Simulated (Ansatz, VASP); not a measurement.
Bi in VASP and in Ansatz

```
Bi
1.0
    -1.78926    1.78926    2.41264
     1.78926   -1.78926    2.41264
     1.78926    1.78926   -2.41264
Bi
1
Direct
  0.00000 0.00000 0.00000
```

Alike in both runs: task single point; functional PBE; dispersion D3(BJ); k mesh 18 × 18 × 18; occupations gaussian, width 0.15 eV; no spin polarisation.

```csv
,VASP,Ansatz
version,VASP 6.6.1,Ansatz 0.2.0
potentials or method,"VASP PAW PBE potentials, release 64 (Bi_d), cutoff 520 eV","scalar-relativistic, plane waves, PAW"
valence electrons in the cell,15,15
```

|  | VASP | Ansatz | Ansatz less VASP |
| --- | --- | --- | --- |
| gap on the k mesh at the Fermi level (eV) | none | none | - |
| pressure (GPa) | -1.2 | -1.1 | +0.06 |
| traceless stress, the component that is largest in VASP (GPa) | -0.43 | -0.43 | -0.001 |

A gap of «none» marks a metal or a gap that the smearing closes.

Neither program's run includes spin-orbit coupling.
